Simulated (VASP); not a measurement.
Here is a VASP 6.6.1 calculation.

The input INCAR:

```
PREC = Accurate ; ENCUT = 520
EDIFF = 1E-6 ; ISMEAR = -1
SIGMA = 0.17 ; LREAL = Auto
LASPH = True ; NELM = 100
ALGO = Normal ; ISIF = 2
LWAVE = False ; LCHARG = True
GGA = PS ; LELF = True
LVHAR = True ; NBANDS = 118
```

Contents of KPOINTS:

```
Automatic mesh
0
Gamma
  2 2 2
```

File POSCAR:

```
Nb
1.0
    6.8130490000      0.0000000000      0.0000000000
    0.0000000000      6.8130490000      0.0000000000
    0.0000000000      0.0000000000      6.8130490000
Nb
16
Direct
   -0.0412150272      0.0404371083      0.0172609943
    0.4566677856      0.0282692815      0.0216643092
   -0.0267721544      0.5442937516      0.0233522465
   -0.0514600732      0.0441799259      0.5161125364
    0.1947732946      0.3026545090      0.2546877323
    0.4850985220      0.5549791290      0.0009687293
    0.4370143235      0.0355347510      0.5075113947
    0.6978373413      0.2570802001      0.2559500159
   -0.0400701654      0.5135732915      0.5309957407
    0.2122691324      0.7952386663      0.2968421334
    0.1993380644      0.2877419493      0.7755558488
    0.4552146917      0.5245522232      0.5359861642
    0.7220702508      0.7685839336      0.2667528151
    0.7153038236      0.2798453380      0.7670134179
    0.2110655596      0.8147159957      0.7686279667
    0.7078035106      0.7822488874      0.7607313554
```

Potentials or basis: VASP PAW PBE potentials, release 64 (Nb_sv).

Command:

```console
$ cat potpaw_PBE.64/Nb_sv/POTCAR > POTCAR
$ mpirun -np 1 vasp_std > vasp.out
```

(1) Estimate the band gap on the k mesh.

(2) Predict the largest force.

(3) What does it give for the pressure?

Answers

(1) zero (band 104 reaches 10.54 eV, above the bottom of band 105 at 9.02 eV).

(2) 1.354 eV/Å.

(3) -16.4 GPa.

Caveat: the k points lie up to 0.46 Å⁻¹ apart; the PAW data sets were made with another functional, which shifts forces and pressure a little.
